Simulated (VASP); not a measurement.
The system is MoS2.

```
Mo S
1.0
     3.22746    0.00000    0.00000
    -1.61373    2.79507    0.00000
     0.00000    0.00000    6.31247
Mo S
1 2
Direct
  0.00000 0.00000 0.50000
  0.66667 0.33333 0.74468
  0.33333 0.66667 0.25532
```

```yaml
Program: VASP 6.6.1
Task: relaxation of cell and atoms
Functional: BLYP
Dispersion: D3(BJ)
Potentials_or_basis: VASP PAW PBE potentials, release 64 (Mo_sv, S)
Cutoff: 600 eV
k_mesh: 9 × 9 × 4
Occupations: fermi-dirac, width 0.05 eV
Spin: no spin polarisation
```

At the start: pressure 0.4 GPa; volume 18.98 Å³/atom.

Task: How do energy, volume and symmetry change on relaxing?

Result: Over 13 steps the energy falls by 49.5 meV/atom and the volume is 16.97 Å³/atom (-10.6 %); space group P-3m1 (No. 164, to 0.1 Å) before and after.

The path:
| step | energy change (eV) | largest force (eV/Å) | pressure (GPa) | volume (Å³) |
| --- | --- | --- | --- | --- |
| 1 | 0.0000 | 0.6556 | 0.35 | 56.94 |
| 2 | -0.0192 | 0.0610 | -3.14 | 57.29 |
| 3 | -0.0194 | 0.1033 | -2.88 | 57.26 |
| 4 | -0.0363 | 0.0926 | -2.50 | 56.52 |
| 5 | -0.0745 | 0.0523 | -1.09 | 54.32 |
| 6 | -0.0746 | 0.0703 | 3.11 | 50.08 |
| 7 | -0.0893 | 0.0284 | 0.75 | 52.32 |
| 8 | -0.1131 | 0.0001 | 0.63 | 51.78 |
| 9 | -0.1450 | 0.0741 | 0.86 | 50.20 |
| 10 | -0.1473 | 0.1341 | -0.73 | 50.99 |
| 11 | -0.1474 | 0.1248 | -0.48 | 50.86 |
| 12 | -0.1482 | 0.0806 | 0.30 | 50.94 |
| 13 | -0.1485 | 0.0072 | 0.02 | 50.91 |

Final structure:
```xyz
3
Lattice="3.2318 0.0000 0.0000 -1.6159 2.7988 0.0000 0.0000 0.0000 5.6287" Properties=species:S:1:pos:R:3 pbc="T T T"
Mo   -1.6159    2.7988    2.8143
S     1.6159    0.9329    4.3702
S     0.0000    1.8659    1.2585
```

Caveat: the PAW data sets were made with another functional, which shifts forces and pressure a little.
